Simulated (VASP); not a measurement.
A run of VASP 6.6.1:

File POSCAR:

```
KTaO3
1.0
    4.0678241600      0.0000000000      0.0000000000
    0.0000000000      4.0678241600      0.0000000000
    0.0000000000      0.0000000000      4.0678241600
K Ta O
1 1 3
Direct
    0.5000000000      0.5000000000      0.5000000000
    0.0000000000      0.0000000000      0.0000000000
    0.5000000000      0.0000000000      0.0000000000
    0.0000000000      0.5000000000      0.0000000000
    0.0000000000      0.0000000000      0.5000000000
```

INCAR.step1

```
PREC     = Accurate       # precision mode
ENCUT    = 520            # plane-wave cutoff, eV
ISMEAR   = -1             # smearing method
SIGMA    = 0.02           # smearing width, eV
LREAL    = False          # projectors in reciprocal space
LASPH    = True           # aspherical terms in the spheres
NELM     = 100            # most SCF steps
NBANDS   = 27             # bands
GGA      = PE             # functional
ALGO     = Normal         # electronic algorithm
EDIFF    = 1E-4           # SCF threshold, eV
LWAVE    = True           # write WAVECAR
LCHARG   = False          # write CHGCAR
```

Contents of INCAR.step2:

```
PREC     = Accurate       # precision mode
ENCUT    = 520            # plane-wave cutoff, eV
EDIFF    = 1E-6           # SCF threshold, eV
ISMEAR   = -1             # smearing method
SIGMA    = 0.02           # smearing width, eV
LREAL    = False          # projectors in reciprocal space
LASPH    = True           # aspherical terms in the spheres
NELM     = 100            # most SCF steps
ALGO     = Normal         # electronic algorithm
ISIF     = 2              # what is computed and relaxed
LWAVE    = False          # write WAVECAR
LCHARG   = False          # write CHGCAR
METAGGA  = R2SCAN         # meta-GGA
LMIXTAU  = True         
NBANDS   = 27             # bands
ISTART   = 1
```

KPOINTS

```
regular mesh
0
Gamma
  8 8 8
```

Potentials or basis: VASP PAW PBE potentials, release 64 (K_sv, Ta_pv, O).

Run with:

```bash
$ cat potpaw_PBE.64/K_sv/POTCAR potpaw_PBE.64/Ta_pv/POTCAR potpaw_PBE.64/O/POTCAR > POTCAR
$ cp INCAR.step1 INCAR
$ mpirun -np 1 vasp_std > vasp.out
$ cp INCAR.step2 INCAR
$ mpirun -np 1 vasp_std > vasp.out
```

Hardware: 1 thread of Intel(R) Xeon(R) Platinum 8488C (Sapphire Rapids) (shared host).

Problem. How long does it take, and how much memory?

Solution. It took 3.8 min on 1 thread of Intel(R) Xeon(R) Platinum 8488C (Sapphire Rapids), with other jobs on the host, peak memory 0.21 GiB. Counts: k points 35.
